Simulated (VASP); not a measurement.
# Lu (Im-3m) in VASP: further runs

The runs below take Lu through single point, relaxation of cell and atoms, with PBE.

Everything below comes from runs of VASP 6.6.1. Logs are shortened: lines on timing, memory, paths and dates and some standing lists are left out, and cuts for length are marked.

## 1. The cell of the first run

Symmetry: Im-3m, No. 229, cubic system. The conventional cell has a = 3.739 Å, b = 3.739 Å, c = 3.739 Å, α = 90.00°, β = 90.00°, γ = 90.00°. Within 4.3 Å of Lu (site symmetry m-3m) lie 14 Lu at 3.24 to 3.74 Å.

This isn't the form of Lu at room conditions, which is hcp.

## 2. Single point, PBE

INCAR

```
SYSTEM = Lu
PREC = Accurate ; ENCUT = 520
EDIFF = 1E-6 ; ISMEAR = -1
SIGMA = 0.05 ; LREAL = .False.
LASPH = .True. ; NELM = 100
ALGO = Normal ; ISIF = 2
LWAVE = .False. ; LCHARG = .True.
GGA = PE ; LELF = .True.
LVHAR = .True. ; NBANDS = 18
```

KPOINTS

```
Automatic mesh
0
Gamma
  15 15 15
  0 0 0
```

POSCAR

```
Lu
1.0
   -1.8695497684      1.8695497684      1.8695497684
    1.8695497684     -1.8695497684      1.8695497684
    1.8695497684      1.8695497684     -1.8695497684
Lu
1
Direct
    0.0000000000      0.0000000000      0.0000000000
```

Potentials or basis: VASP PAW PBE potentials, release 64 (Lu).

On the command line:

```console
cat potpaw_PBE.64/Lu/POTCAR > POTCAR
mpirun -np 1 vasp_std > vasp.out
```

OUTCAR:

```text
SYSTEM = Lu
   PREC = Accurate
   ENCUT = 520
   EDIFF = 1E-6
   ISMEAR = -1
   LREAL = .False.
   LASPH = .True.
   NELM = 100
   ISIF = 2
   GGA = PE

 ion  position               nearest neighbor table
   1  0.000  0.000  0.000-

  LATTYP: Found a body centered cubic cell.
 ALAT       =     3.7390995368

  Lattice vectors:

 A1 = (  -1.8695497684,   1.8695497684,   1.8695497684)
 A2 = (   1.8695497684,  -1.8695497684,   1.8695497684)
 A3 = (   1.8695497684,   1.8695497684,  -1.8695497684)

Analysis of symmetry for initial positions (statically):
=====================================================================
 Subroutine PRICEL returns:
 Original cell was already a primitive cell.

 Routine SETGRP: Setting up the symmetry group for a
 body centered cubic supercell.

 Subroutine GETGRP returns: Found 48 space group operations
 (whereof 48 operations were pure point group operations)
 out of a pool of 48 trial point group operations.

The static configuration has the point symmetry O_h .

Analysis of symmetry for dynamics (positions and initial velocities):
=====================================================================
 Subroutine PRICEL returns:
 Original cell was already a primitive cell.

 Routine SETGRP: Setting up the symmetry group for a
 body centered cubic supercell.

 Subroutine GETGRP returns: Found 48 space group operations
 (whereof 48 operations were pure point group operations)
 out of a pool of 48 trial point group operations.

The dynamic configuration has the point symmetry O_h .

 Subroutine INISYM returns: Found 48 space group operations
 (whereof 48 operations are pure point group operations),
 and found     1 'primitive' translations

----------------------------------------------------------------------------------------

                                     Primitive cell

  volume of cell :      26.1379

  direct lattice vectors                    reciprocal lattice vectors
    -1.869549768  1.869549768  1.869549768     0.000000000  0.267444070  0.267444070
     1.869549768 -1.869549768  1.869549768     0.267444070  0.000000000  0.267444070
     1.869549768  1.869549768 -1.869549768     0.267444070  0.267444070  0.000000000

  length of vectors
     3.238155186  3.238155186  3.238155186     0.378223032  0.378223032  0.378223032

  position of ions in fractional coordinates (direct lattice)
     0.000000000  0.000000000  0.000000000

  ion indices of the primitive-cell ions
   primitive index   ion index
                 1           1

----------------------------------------------------------------------------------------

 KPOINTS: Automatic mesh

Automatic generation of k-mesh.
 Grid dimensions read from file:
 generate k-points for:   15   15   15

 Generating k-lattice:

  Cartesian coordinates                     Fractional coordinates (reciprocal lattice)
     0.000000000  0.017829605  0.017829605     0.066666667  0.000000000  0.000000000
     0.017829605  0.000000000  0.017829605     0.000000000  0.066666667  0.000000000
     0.017829605  0.017829605  0.000000000     0.000000000  0.000000000  0.066666667

  Length of vectors
     0.025214869  0.025214869  0.025214869

  Shift w.r.t. Gamma in fractional coordinates (k-lattice)
     0.000000000  0.000000000  0.000000000

 Subroutine IBZKPT returns following result:
 ===========================================

 Found    120 irreducible k-points:

 Following reciprocal coordinates:
            Coordinates               Weight
  0.000000  0.000000  0.000000      1.000000
  0.066667  0.000000  0.000000     12.000000
  0.133333  0.000000  0.000000     12.000000
  0.200000  0.000000  0.000000     12.000000
  0.266667  0.000000  0.000000     12.000000
  0.333333  0.000000  0.000000     12.000000
[... 16 lines left out ...]
  0.333333  0.200000  0.000000     48.000000
  0.400000  0.200000  0.000000     24.000000
 [... further k-points ...]
   k-points           NKPTS =    120   k-points in BZ     NKDIM =    120   number of bands    NBANDS=     18
   number of dos      NEDOS =    301   number of ions     NIONS =      1
   total plane-waves  NPLWV =  13824
   dimension x,y,z NGX =    24 NGY =   24 NGZ =   24
   dimension x,y,z NGXF=    48 NGYF=   48 NGZF=   48
   ions per type =               1
   NGX,Y,Z   is equivalent  to a cutoff of  12.32, 12.32, 12.32 a.u.
   NGXF,Y,Z  is equivalent  to a cutoff of  24.64, 24.64, 24.64 a.u.
 SYSTEM =  Lu
   PREC   = accura    normal or accurate (medium, high low for compatibility)
   ISTART =      0    job   : 0-new  1-cont  2-samecut
   ICHARG =      2    charge: 1-file 2-atom 10-const
   ISPIN  =      1    spin polarized calculation?
   LNONCOLLINEAR =      F non collinear calculations
   LSORBIT =      F    spin-orbit coupling
   LASPH  =      T    aspherical Exc in radial PAW
   ENCUT  =  520.0 eV  38.22 Ry    6.18 a.u.   6.02  6.02  6.02*2*pi/ulx,y,z
   NELM   =    100;   NELMIN=  2; NELMDL= -5     # of ELM steps
   EDIFF  = 0.1E-05   stopping-criterion for ELM
   LREAL  =      F    real-space projection
   EDIFFG = 0.1E-04   stopping-criterion for IOM
   NSW    =      0    number of steps for IOM
   IBRION =     -1    ionic relax: 0-MD 1-quasi-New 2-CG
   NFREE  =      0    steps in history (QN), initial steepest desc. (CG)
   ISIF   =      2    stress and relaxation
   ISYM   =      2    0-nonsym 1-usesym 2-fastsym
   POTIM  = 0.5000    time-step for ionic-motion
   TEBEG  =    0.0;   TEEND  =   0.0 temperature during run
   PSTRESS=    0.0 pullay stress
   NELECT =      25.0000    total number of electrons
   NUPDOWN=      -1.0000    fix difference up-down
   EMIN   =  10.00;   EMAX   =-10.00  energy-range for DOS
   EFERMI =   0.00;   METHOD = LEGACY
   ISMEAR =    -1;   SIGMA  =   0.05  broadening in eV -4-tet -1-fermi 0-gaus
   EFERMI_NEDOS =   21; number of points for ismear=-14 and -15
   IALGO  =     38    algorithm
   IMIX   =      4    mixing-type and parameters
     AMIX     =   0.40;   BMIX     =  1.00
     AMIX_MAG =   1.60;   BMIX_MAG =  1.00
  volume/ion in A,a.u.               =      26.14       176.39
  Fermi-wavevector in a.u.,A,eV,Ry     =   1.612988  3.048105 35.398690  2.601730
  Thomas-Fermi vector in A             =   2.708130
   LORBIT       =      0    0 simple, 1 ext, 2 COOP (PROOUT), +10 PAW based schemes
   GGA     = PE    functional components
   LHFCALC =     F    Hartree Fock is set to
   AEXX    =    0.0000 exact exchange contribution
   IVDW    =     0    specifies the selected vdW correction
   LEPSILON=     F    determine dielectric tensor
   LRPA    =     F    only Hartree local field effects (RPA)
 non-spin polarized calculation
  energy-cutoff  :      520.00
  volume of cell :       26.14
 maximum number of plane-waves:       717
   NGX = 13   NGY = 13   NGZ = 13

 number of electron      25.0000011 magnetization

 Free energy of the ion-electron system (eV)
  ---------------------------------------------------
  ext. energy  EPLUGINS =         0.00000000
  ---------------------------------------------------
  free energy    TOTEN  =        -4.31894781 eV

  energy without entropy =       -4.30130886  energy(sigma->0) =       -4.31012834

 E-fermi :   2.8386     XC(G=0): -11.1992

 val. band max:        2.8202988012   @ k =   0.2667   0.1333   0.1333
 cond. band min:       2.8426958255   @ k =   0.2000   0.2000   0.0667
 fundamental gap:      0.0223970243
 Fermi energy:         2.8385705569

 k-point     1 :       0.0000    0.0000    0.0000
  band No.  band energies     occupation
      1     -53.3447      2.00000
      2     -23.6836      2.00000
      3     -23.6836      2.00000
      4     -23.6836      2.00000
      5      -3.6210      2.00000
      6      -2.1737      2.00000
[... 10 lines left out ...]
     17       7.5548      0.00000
     18      15.0762      0.00000

 k-point     2 :       0.0667    0.0000    0.0000
  band No.  band energies     occupation
      1     -53.3424      2.00000
      2     -23.7166      2.00000
      3     -23.6938      2.00000
      4     -23.6838      2.00000
      5      -3.4735      2.00000
      6      -2.1722      2.00000
[... 10 lines left out ...]
     17       7.5523      0.00000
     18      15.2301      0.00000

 k-point     3 :       0.1333    0.0000    0.0000
  band No.  band energies     occupation
      1     -53.3360      2.00000
      2     -23.8085      2.00000
      3     -23.7224      2.00000
      4     -23.6843      2.00000
      5      -3.0469      2.00000
      6      -2.1682      2.00000
[... 10 lines left out ...]
     17       7.5605      0.00000
     18      15.5789      0.00000

 k-point     4 :       0.2000    0.0000    0.0000
  band No.  band energies     occupation
      1     -53.3265      2.00000
      2     -23.9409      2.00000
      3     -23.7642      2.00000
      4     -23.6850      2.00000
      5      -2.3907      2.00000
      6      -2.1635      2.00000
[... 10 lines left out ...]
     17       7.6147      0.00000
     18      15.6688      0.00000

 k-point     5 :       0.2667    0.0000    0.0000
  band No.  band energies     occupation
      1     -53.3155      2.00000
      2     -24.0886      2.00000
      3     -23.8118      2.00000
      4     -23.6858      2.00000
      5      -2.1602      2.00000
      6      -2.1349      2.00000
[... 10 lines left out ...]
     17       7.7457      0.00000
     18      14.9847      0.00000

 k-point     6 :       0.3333    0.0000    0.0000
  band No.  band energies     occupation
      1     -53.3051      2.00000
      2     -24.2259      2.00000
      3     -23.8568      2.00000
      4     -23.6866      2.00000
      5      -2.1596      2.00000
      6      -2.1256      2.00000
[... 307 lines left out ...]
 k-point    21 :       0.2000    0.2000    0.0000
  band No.  band energies     occupation
      1     -53.3025      2.00000
      2     -24.2008      2.00000
      3     -23.8772      2.00000
      4     -23.7400      2.00000
      5      -2.1454      2.00000
      6      -2.1323      2.00000
[... 10 lines left out ...]
     17       8.8449      0.00000
     18      13.6470      0.00000

 k-point    22 :       0.2667    0.2000   -0.0000
  band No.  band energies     occupation
      1     -53.2948      2.00000
      2     -24.2616      2.00000
      3     -23.9421      2.00000
      4     -23.7496      2.00000
      5      -2.1431      2.00000
      6      -2.1411      2.00000
[... 10 lines left out ...]
     17       9.9508      0.00000
     18      12.5549      0.00000

 k-point    23 :       0.3333    0.2000    0.0000
  band No.  band energies     occupation
      1     -53.2896      2.00000
      2     -24.2968      2.00000
      3     -23.9935      2.00000
      4     -23.7542      2.00000
      5      -2.1485      2.00000
      6      -2.1416      2.00000
[... 10 lines left out ...]
     17      10.8832      0.00000
     18      11.6081      0.00000

 k-point    24 :       0.4000    0.2000    0.0000
  band No.  band energies     occupation
      1     -53.2877      2.00000
      2     -24.3079      2.00000
      3     -24.0130      2.00000
      4     -23.7555      2.00000
      5      -2.1502      2.00000
      6      -2.1421      2.00000
[... 10 lines left out ...]
     17      10.8363      0.00000
     18      11.6627      0.00000

 [... further k-points ...]

------------------------ aborting loop because EDIFF is reached ----------------------------------------

  FORCE on cell =-STRESS in cart. coord.  units (eV):
  Direction    XX          YY          ZZ          XY          YZ          ZX
  --------------------------------------------------------------------------------------
  -------------------------------------------------------------------------------------
  Total        1.1137444      1.1137444      1.1137444     -0.0000000     -0.0000000     -0.0000000
  in kB       68.2692338     68.2692338     68.2692338     -0.0000000     -0.0000000     -0.0000000
  external PRESSURE =      68.2692338 kB  Pullay stress =       0.0000000 kB

 VOLUME and BASIS-vectors are now :
 -----------------------------------------------------------------------------
  energy-cutoff  :      520.00
  volume of cell :       26.14
      direct lattice vectors                 reciprocal lattice vectors
    -1.869549768  1.869549768  1.869549768     0.000000000  0.267444070  0.267444070
     1.869549768 -1.869549768  1.869549768     0.267444070  0.000000000  0.267444070
     1.869549768  1.869549768 -1.869549768     0.267444070  0.267444070  0.000000000

 POSITION                                       TOTAL-FORCE (eV/Angst)
 -----------------------------------------------------------------------------------
      0.00000      0.00000      0.00000         0.000000     -0.000000      0.000000
 -----------------------------------------------------------------------------------
    total drift:                                0.000000      0.000000      0.000000

  FREE ENERGIE OF THE ION-ELECTRON SYSTEM (eV)
  ---------------------------------------------------
  free  energy   TOTEN  =        -4.3189478109 eV

  energy  without entropy=       -4.3013088612  energy(sigma->0) =       -4.31012834
```

It took 57 s on 1 thread of AMD EPYC 7R13, shared host; peak memory 0.19 GiB.

Results:

- Free energy: -4.3189 eV
- Pressure: 6.8 GPa
- Band gap on the k mesh: zero (an odd number of electrons rules out a gap without spin polarisation)

Caveat: the cell stands under pressure; spin-orbit coupling is left out, which moves the levels of the heavy elements.

## 3. Single point, PBE

INCAR

```
ALGO = Normal
EDIFF = 1E-6
ENCUT = 520
GGA = PE
ISIF = 2
ISMEAR = -1
LASPH = True
LCHARG = False
LREAL = False
LWAVE = False
NBANDS = 18
NELM = 100
PREC = Accurate
SIGMA = 0.05
```

KPOINTS

```
k-points
0
Gamma
  15 15 15
```

POSCAR is that of step 2.

Potentials or basis: VASP PAW PBE potentials, release 64 (Lu).

On the command line:

```console
cat potpaw_PBE.64/Lu/POTCAR > POTCAR
mpirun -np 1 vasp_std > vasp.out
```

It took 52 s on 1 thread of AMD EPYC 7R13, shared host; peak memory 0.19 GiB.

Results (log left out):

```
Free energy            : -4.3189 eV
Pressure               : 6.8 GPa
Band gap on the k mesh : zero (an odd number of electrons rules out a gap without spin polarisation)
```

Levels at points of the mesh, in eV from the Fermi level:
| k point | band 10 | band 11 | band 12 | band 13 | band 14 | band 15 |
| --- | --- | --- | --- | --- | --- | --- |
| (0.00, 0.00, 0.00) | -4.89 | -4.89 | -4.86 | 2.23 | 2.23 | 2.23 |

Caveat: the cell stands under pressure; spin-orbit coupling is left out, which moves the levels of the heavy elements.

## 4. Relaxation of cell and atoms, PBE, target pressure 6.6 GPa, at which the enthalpy is minimised

This run uses another cell than the first one, of 25.55 Å³/atom.

INCAR

```
PREC = Accurate
ENCUT = 600
EDIFF = 1E-6
ISMEAR = -1
SIGMA = 0.05
LREAL = F
LASPH = T
NELM = 60
ALGO = Normal
ISIF = 3
LWAVE = F
LCHARG = F
GGA = PE
IBRION = 2
NSW = 60
EDIFFG = -0.005
PSTRESS = 66.0
```

KPOINTS

```
regular mesh
0
Gamma
  15 15 15
```

POSCAR

```
Lu
1.0
   -1.8555010128      1.8555010128      1.8555010128
    1.8555010128     -1.8555010128      1.8555010128
    1.8555010128      1.8555010128     -1.8555010128
Lu
1
Direct
    0.0000000000      0.0000000000      0.0000000000
```

On the command line:

```console
cat potpaw_PBE.64/Lu/POTCAR > POTCAR
mpirun -np 1 vasp_std > vasp.out
```

Wall time 13 min (1 thread of AMD EPYC 7R13, shared host); peak memory 0.23 GiB.

It converged, with:

* Free energy: -4.3248 eV
* Relaxed volume: 26.27 Å³/atom
* Relaxed cell: a = 3.244 Å, b = 3.244 Å, c = 3.244 Å, α = 109.47°, β = 109.47°, γ = 109.47°
* Space group after relaxing (to 0.1 Å): Im-3m (No. 229)
* Energy change on relaxing (the run minimises the enthalpy): -33.3 meV/atom
* Ionic steps: 11
* Pressure after relaxing: 6.6 GPa
* Band gap on the k mesh: zero (an odd number of electrons rules out a gap without spin polarisation)

Step by step:
```tsv
step	energy change (eV)	largest force (eV/Å)	pressure (GPa)	volume (Å³)
1	0.0000	0.0000	8.33	25.55
2	-0.0455	0.0000	5.68	26.59
3	-0.0328	0.0000	6.48	26.26
4	-0.0308	0.0000	6.70	26.21
5	-0.0318	0.0000	6.82	26.23
6	-0.0324	0.0000	6.72	26.25
7	-0.0332	0.0000	6.69	26.27
8	-0.0347	0.0000	6.54	26.30
9	-0.0341	0.0000	6.41	26.29
10	-0.0335	0.0000	6.46	26.27
11	-0.0333	0.0000	6.61	26.27
```

Final structure:
```yaml
crystal:
  lattice:
    - [-1.87268, 1.87268, 1.87268]
    - [1.87268, -1.87268, 1.87268]
    - [1.87268, 1.87268, -1.87268]
  atoms:
    - { symbol: Lu, position: [0.00000, 0.00000, 0.00000] }
```

Levels at points of the mesh, in eV from the Fermi level:
```
           k point  band 9  band 10  band 11  band 12  band 13  band 14  band 15  band 16
(0.00, 0.00, 0.00)   -4.90    -4.90    -4.90    -4.87     2.23     2.23     2.23     4.70
```

Caveat: the cell is relaxed towards a set pressure, so the run minimises the enthalpy, not the energy; spin-orbit coupling is left out, which moves the levels of the heavy elements.

The gap in the log of VASP goes by the Fermi energy; the results here count the filled bands.